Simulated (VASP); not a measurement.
# B (P4/mmm) in VASP: a series of runs

B is run at these levels: PBE; tasks: single point, relaxation of cell and atoms.

Everything below comes from runs of VASP 6.6.1. Logs are shortened: lines on timing, memory, paths and dates and some standing lists are left out, and cuts for length are marked.

## (1) The cell of the first run

Symmetry: P4/mmm, No. 123, tetragonal system. Conventional cell: a = 2.291 Å, b = 2.291 Å, c = 2.819 Å, α = 90.00°, β = 90.00°, γ = 90.00°. Within 2.2 Å of B (site symmetry mmm) lie 8 B at 1.62 to 1.82 Å. B (site symmetry 4/mmm) has 12 B at 1.82 to 2.29 Å within 2.4 Å.

The cell was generated, and may not be a known phase.

## (2) Single point, PBE

Input file INCAR:

```
SYSTEM = B
ALGO = Normal
EDIFF = 1E-6
ENCUT = 520
GGA = PE
ISIF = 2
ISMEAR = 0
LASPH = .TRUE.
LCHARG = .FALSE.
LREAL = .FALSE.
LWAVE = .FALSE.
NBANDS = 12
NELM = 60
PREC = Accurate
SIGMA = 0.1
```

Input file KPOINTS:

```
k-points
0
G
  8 8 6
  0 0 0
```

Input file POSCAR:

```
B
1.0
    2.2911164700      0.0000000000      0.0000000000
    0.0000000000      2.2911164700      0.0000000000
    0.0000000000      0.0000000000      2.8189582400
B
3
Direct
    0.0000000000      0.5000000000      0.5000000000
    0.5000000000      0.0000000000      0.5000000000
    0.5000000000      0.5000000000      0.0000000000
```

Potentials or basis: VASP PAW PBE potentials, release 64 (B).

Started as:

```
cat potpaw_PBE.64/B/POTCAR > POTCAR
mpirun -np 1 vasp_std > vasp.out
```

OUTCAR:

```text
SYSTEM = B
   EDIFF = 1E-6
   ENCUT = 520
   GGA = PE
   ISIF = 2
   ISMEAR = 0
   LASPH = .TRUE.
   LREAL = .FALSE.
   NELM = 60
   PREC = Accurate

 ion  position               nearest neighbor table
   1  0.000  0.500  0.500-   2 1.62   2 1.62   2 1.62   2 1.62   3 1.82   3 1.82   3 1.82   3 1.82

   2  0.500  0.000  0.500-   1 1.62   1 1.62   1 1.62   1 1.62   3 1.82   3 1.82   3 1.82   3 1.82

   3  0.500  0.500  0.000-   1 1.82   2 1.82   1 1.82   2 1.82   2 1.82   2 1.82   1 1.82   1 1.82

  LATTYP: Found a simple tetragonal cell.
 ALAT       =     2.2911164700
 C/A-ratio  =     1.2303862667

  Lattice vectors:

 A1 = (   2.2911164700,   0.0000000000,   0.0000000000)
 A2 = (   0.0000000000,   2.2911164700,   0.0000000000)
 A3 = (   0.0000000000,   0.0000000000,   2.8189582400)

Analysis of symmetry for initial positions (statically):
=====================================================================
 Subroutine PRICEL returns:
 Original cell was already a primitive cell.

 Routine SETGRP: Setting up the symmetry group for a
 simple tetragonal supercell.

 Subroutine GETGRP returns: Found 16 space group operations
 (whereof 16 operations were pure point group operations)
 out of a pool of 16 trial point group operations.

The static configuration has the point symmetry D_4h.

Analysis of symmetry for dynamics (positions and initial velocities):
=====================================================================
 Subroutine PRICEL returns:
 Original cell was already a primitive cell.

 Routine SETGRP: Setting up the symmetry group for a
 simple tetragonal supercell.

 Subroutine GETGRP returns: Found 16 space group operations
 (whereof 16 operations were pure point group operations)
 out of a pool of 16 trial point group operations.

The dynamic configuration has the point symmetry D_4h.

 Subroutine INISYM returns: Found 16 space group operations
 (whereof 16 operations are pure point group operations),
 and found     1 'primitive' translations

----------------------------------------------------------------------------------------

                                     Primitive cell

  volume of cell :      14.7973

  direct lattice vectors                    reciprocal lattice vectors
     2.291116470  0.000000000  0.000000000     0.436468426  0.000000000  0.000000000
     0.000000000  2.291116470  0.000000000     0.000000000  0.436468426  0.000000000
     0.000000000  0.000000000  2.818958240     0.000000000  0.000000000  0.354740977

  length of vectors
     2.291116470  2.291116470  2.818958240     0.436468426  0.436468426  0.354740977

  position of ions in fractional coordinates (direct lattice)
     0.000000000  0.500000000  0.500000000
     0.500000000  0.000000000  0.500000000
     0.500000000  0.500000000  0.000000000

  ion indices of the primitive-cell ions
   primitive index   ion index
                 1           1
                 2           2
                 3           3

----------------------------------------------------------------------------------------

 KPOINTS: k-points

Automatic generation of k-mesh.
 Grid dimensions read from file:
 generate k-points for:    8    8    6

 Generating k-lattice:

  Cartesian coordinates                     Fractional coordinates (reciprocal lattice)
     0.054558553  0.000000000  0.000000000     0.125000000  0.000000000  0.000000000
     0.000000000  0.054558553  0.000000000     0.000000000  0.125000000  0.000000000
     0.000000000  0.000000000  0.059123496     0.000000000  0.000000000  0.166666667

  Length of vectors
     0.054558553  0.054558553  0.059123496

  Shift w.r.t. Gamma in fractional coordinates (k-lattice)
     0.000000000  0.000000000  0.000000000

 Subroutine IBZKPT returns following result:
 ===========================================

 Found     60 irreducible k-points:

 Following reciprocal coordinates:
            Coordinates               Weight
  0.000000  0.000000  0.000000      1.000000
  0.125000  0.000000  0.000000      4.000000
  0.250000  0.000000  0.000000      4.000000
  0.375000  0.000000  0.000000      4.000000
  0.500000  0.000000  0.000000      2.000000
  0.125000  0.125000  0.000000      4.000000
[... 16 lines left out ...]
  0.375000  0.125000  0.166667     16.000000
  0.500000  0.125000  0.166667      8.000000
 [... further k-points ...]
   k-points           NKPTS =     60   k-points in BZ     NKDIM =     60   number of bands    NBANDS=     12
   number of dos      NEDOS =    301   number of ions     NIONS =      3
   total plane-waves  NPLWV =   7776
   dimension x,y,z NGX =    18 NGY =   18 NGZ =   24
   dimension x,y,z NGXF=    36 NGYF=   36 NGZF=   48
   ions per type =               3
   NGX,Y,Z   is equivalent  to a cutoff of  13.06, 13.06, 14.15 a.u.
   NGXF,Y,Z  is equivalent  to a cutoff of  26.12, 26.12, 28.31 a.u.
 SYSTEM =  B
   PREC   = accura    normal or accurate (medium, high low for compatibility)
   ISTART =      0    job   : 0-new  1-cont  2-samecut
   ICHARG =      2    charge: 1-file 2-atom 10-const
   ISPIN  =      1    spin polarized calculation?
   LNONCOLLINEAR =      F non collinear calculations
   LSORBIT =      F    spin-orbit coupling
   LASPH  =      T    aspherical Exc in radial PAW
   ENCUT  =  520.0 eV  38.22 Ry    6.18 a.u.   4.26  4.26  5.24*2*pi/ulx,y,z
   NELM   =     60;   NELMIN=  2; NELMDL= -5     # of ELM steps
   EDIFF  = 0.1E-05   stopping-criterion for ELM
   LREAL  =      F    real-space projection
   EDIFFG = 0.1E-04   stopping-criterion for IOM
   NSW    =      0    number of steps for IOM
   IBRION =     -1    ionic relax: 0-MD 1-quasi-New 2-CG
   NFREE  =      0    steps in history (QN), initial steepest desc. (CG)
   ISIF   =      2    stress and relaxation
   ISYM   =      2    0-nonsym 1-usesym 2-fastsym
   POTIM  = 0.5000    time-step for ionic-motion
   TEBEG  =    0.0;   TEEND  =   0.0 temperature during run
   PSTRESS=    0.0 pullay stress
   NELECT =       9.0000    total number of electrons
   NUPDOWN=      -1.0000    fix difference up-down
   EMIN   =  10.00;   EMAX   =-10.00  energy-range for DOS
   EFERMI =   0.00;   METHOD = LEGACY
   ISMEAR =     0;   SIGMA  =   0.10  broadening in eV -4-tet -1-fermi 0-gaus
   EFERMI_NEDOS =   21; number of points for ismear=-14 and -15
   IALGO  =     38    algorithm
   IMIX   =      4    mixing-type and parameters
     AMIX     =   0.40;   BMIX     =  1.00
     AMIX_MAG =   1.60;   BMIX_MAG =  1.00
  volume/ion in A,a.u.               =       4.93        33.29
  Fermi-wavevector in a.u.,A,eV,Ry     =   1.387058  2.621160 26.176662  1.923930
  Thomas-Fermi vector in A             =   2.511315
   LORBIT       =      0    0 simple, 1 ext, 2 COOP (PROOUT), +10 PAW based schemes
   GGA     = PE    functional components
   LHFCALC =     F    Hartree Fock is set to
   AEXX    =    0.0000 exact exchange contribution
   IVDW    =     0    specifies the selected vdW correction
   LEPSILON=     F    determine dielectric tensor
   LRPA    =     F    only Hartree local field effects (RPA)
 non-spin polarized calculation
 Gauss-broadening in eV      SIGMA  =   0.10
  energy-cutoff  :      520.00
  volume of cell :       14.80
 maximum number of plane-waves:       410
 NGX is ok and might be reduce to    18
   NGX =  9   NGY =  9   NGZ = 11

 number of electron       9.0000000 magnetization

 Free energy of the ion-electron system (eV)
  ---------------------------------------------------
  ext. energy  EPLUGINS =         0.00000000
  ---------------------------------------------------
  free energy    TOTEN  =       -15.19428496 eV

  energy without entropy =      -15.18989470  energy(sigma->0) =      -15.19208983

 E-fermi :  11.7391     XC(G=0): -13.5772

 val. band max:       11.7369846712   @ k =   0.2500   0.1250   0.0000
 cond. band min:      11.8122106994   @ k =   0.3750   0.1250   0.1667
 fundamental gap:      0.0752260282
 Fermi energy:        11.7390513662

 k-point     1 :       0.0000    0.0000    0.0000
  band No.  band energies     occupation
      1      -8.8748      2.00000
      2       2.5579      2.00000
      3       8.6628      2.00000
      4       8.6628      2.00000
      5      11.3122      2.00000
      6      20.1435      0.00000
      7      21.4315      0.00000
      8      22.7495      0.00000
      9      22.7495      0.00000
     10      23.9968      0.00000
     11      28.8594      0.00000
     12      32.6584      0.00000

 k-point     2 :       0.1250    0.0000    0.0000
  band No.  band energies     occupation
      1      -8.5458      2.00000
      2       2.9596      2.00000
      3       6.6322      2.00000
      4       9.0676      2.00000
      5      11.4515      1.99995
      6      19.6269      0.00000
      7      22.2014      0.00000
      8      22.6968      0.00000
      9      22.7572      0.00000
     10      24.6109      0.00000
     11      27.7925      0.00000
     12      30.0663      0.00000

 k-point     3 :       0.2500    0.0000    0.0000
  band No.  band energies     occupation
      1      -7.5598      2.00000
      2       2.9838      2.00000
      3       4.1383      2.00000
      4      10.2621      2.00000
      5      11.8504      0.11542
      6      17.6877      0.00000
      7      18.0693      0.00000
      8      22.0157      0.00000
      9      25.1549      0.00000
     10      26.8214      0.00000
     11      27.8842      0.00000
     12      29.1332      0.00000
[... 286 lines left out ...]
 k-point    23 :       0.3750    0.1250    0.1667
  band No.  band energies     occupation
      1      -5.2798      2.00000
      2       0.0971      2.00000
      3       4.3016      2.00000
      4       9.1313      2.00000
      5      11.8122      0.30084
      6      15.2974      0.00000
      7      19.2982      0.00000
      8      20.9758      0.00000
      9      22.3559      0.00000
     10      27.9216      0.00000
     11      28.2413      0.00000
     12      30.7491      0.00000

 k-point    24 :       0.5000    0.1250    0.1667
  band No.  band energies     occupation
      1      -3.6133      2.00000
      2      -2.1684      2.00000
      3       5.8014      2.00000
      4       7.9055      2.00000
      5      12.1967      0.00000
      6      14.6666      0.00000
      7      19.0503      0.00000
      8      19.7178      0.00000
      9      22.8050      0.00000
     10      28.3222      0.00000
     11      29.1797      0.00000
     12      29.2110      0.00000

 [... further k-points ...]

------------------------ aborting loop because EDIFF is reached ----------------------------------------

  FORCE on cell =-STRESS in cart. coord.  units (eV):
  Direction    XX          YY          ZZ          XY          YZ          ZX
  --------------------------------------------------------------------------------------
  -------------------------------------------------------------------------------------
  Total       16.3551810     16.3551810      1.5533403      0.0000000      0.0000000     -0.0000000
  in kB     1770.8548343   1770.8548343    168.1876954      0.0000000      0.0000000     -0.0000000
  external PRESSURE =    1236.6324547 kB  Pullay stress =       0.0000000 kB

 VOLUME and BASIS-vectors are now :
 -----------------------------------------------------------------------------
  energy-cutoff  :      520.00
  volume of cell :       14.80
      direct lattice vectors                 reciprocal lattice vectors
     2.291116470  0.000000000  0.000000000     0.436468426  0.000000000  0.000000000
     0.000000000  2.291116470  0.000000000     0.000000000  0.436468426  0.000000000
     0.000000000  0.000000000  2.818958240     0.000000000  0.000000000  0.354740977

 POSITION                                       TOTAL-FORCE (eV/Angst)
 -----------------------------------------------------------------------------------
      0.00000      1.14556      1.40948         0.000000      0.000000      0.000000
      1.14556      0.00000      1.40948         0.000000      0.000000      0.000000
      1.14556      1.14556      0.00000         0.000000      0.000000      0.000000
 -----------------------------------------------------------------------------------
    total drift:                                0.000000      0.000000     -0.000000

  FREE ENERGIE OF THE ION-ELECTRON SYSTEM (eV)
  ---------------------------------------------------
  free  energy   TOTEN  =       -15.1942849648 eV

  energy  without entropy=      -15.1898947005  energy(sigma->0) =      -15.19208983
```

Wall time 25 s (1 thread of Intel Xeon 8259CL, shared host); peak memory 0.09 GiB.

Results:

- Free energy: -15.1943 eV
- Pressure: 123.7 GPa
- Band gap on the k mesh: zero (an odd number of electrons rules out a gap without spin polarisation)

Stress tensor (GPa, compression positive):
```
177.09   0.00   0.00
  0.00 177.09   0.00
  0.00   0.00  16.82
```

Caveat: the k points lie up to 0.37 Å⁻¹ apart, too coarse for converged energies and pressures of a metal; an odd number of electrons without spin polarisation forces a metal; a magnetic or distorted state may lie lower.

## (3) Relaxation of cell and atoms, PBE

Input file INCAR:

```
SYSTEM = B
PREC = Accurate ; ENCUT = 600
EDIFF = 1E-7 ; ISMEAR = 0
SIGMA = 0.1 ; LREAL = .False.
LASPH = .True. ; NELM = 80
ALGO = Normal ; ISIF = 3
LWAVE = .False. ; LCHARG = .False.
GGA = PE ; IBRION = 2
NSW = 90 ; EDIFFG = -0.04
```

Input file KPOINTS:

```
Automatic mesh
0
Gamma
  8 8 6
  0 0 0
```

POSCAR is that of step 2.

Potentials or basis: VASP PAW PBE potentials, release 64 (B).

Started as:

```
cat potpaw_PBE.64/B/POTCAR > POTCAR
mpirun -np 1 vasp_std > vasp.out
```

Run time: 1.7 min. Hardware: 1 thread of Intel Xeon 8259CL, shared host; peak memory 0.09 GiB.

It converged, with:

```yaml
Free_energy: -17.7712 eV
Relaxed_volume: 6.53 Å³/atom
Relaxed_cell: a = 2.693 Å, b = 2.693 Å, c = 2.701 Å, α = 90.00°, β = 90.00°, γ = 90.00°
Space_group_after_relaxing_to_0.1_Å: Pm-3m (No. 221)
Energy_gained_by_relaxing: 857.9 meV/atom
Ionic_steps: 8
Pressure_after_relaxing: 0.1 GPa
Band_gap_on_the_k_mesh: zero (an odd number of electrons rules out a gap without spin polarisation)
```

Stress tensor (GPa, compression positive):
```
-0.04  0.00  0.00
 0.00 -0.04  0.00
 0.00  0.00  0.32
```

Step by step:
| step | energy change (eV) | largest force (eV/Å) | pressure (GPa) | volume (Å³) |
| --- | --- | --- | --- | --- |
| 1 | 0.0000 | 0.0000 | 123.62 | 14.80 |
| 2 | -1.9669 | 0.0000 | -35.87 | 24.19 |
| 3 | -2.4429 | 0.0000 | -10.06 | 20.54 |
| 4 | -2.5642 | 0.0000 | -0.56 | 19.65 |
| 5 | -2.5716 | 0.0000 | -2.75 | 19.82 |
| 6 | -2.5716 | 0.0000 | -2.57 | 19.81 |
| 7 | -2.5734 | 0.0000 | 0.96 | 19.53 |
| 8 | -2.5736 | 0.0000 | 0.08 | 19.60 |

Final structure:
```
CELL_PARAMETERS angstrom
2.69350 0.00000 0.00000
0.00000 2.69350 0.00000
0.00000 0.00000 2.70120
ATOMIC_POSITIONS crystal
B 0.00000 0.50000 0.50000
B 0.50000 0.00000 0.50000
B 0.50000 0.50000 0.00000
```

Levels at points of the mesh, in eV from the Fermi level:
```tsv
k point	band 1	band 2	band 3	band 4	band 5	band 6	band 7	band 8
(0.00, 0.00, 0.00)	-16.90	-3.72	-3.65	-3.65	4.18	4.28	6.56	9.97
(0.50, 0.00, 0.00)	-13.65	-11.89	-0.76	-0.68	3.40	3.46	3.98	6.08
(0.50, 0.50, 0.00)	-11.10	-8.08	-8.08	-7.19	3.33	4.71	4.71	9.91
(0.00, 0.00, 0.50)	-13.67	-11.91	-0.71	-0.71	3.45	3.45	4.04	6.09
(0.50, 0.00, 0.50)	-11.11	-8.12	-8.11	-7.20	3.39	4.75	4.75	10.00
(0.50, 0.50, 0.50)	-9.66	-5.49	-5.47	-5.47	-2.61	-2.60	-2.60	4.89
```

Caveat: the k points lie up to 0.39 Å⁻¹ apart in the final cell, too coarse for converged energies and pressures of a metal; the volume moved by over 15 % at a fixed basis, so the end points are rough; an odd number of electrons without spin polarisation forces a metal; a magnetic or distorted state may lie lower.

The gap in the log of VASP goes by the Fermi energy; the results here count the filled bands.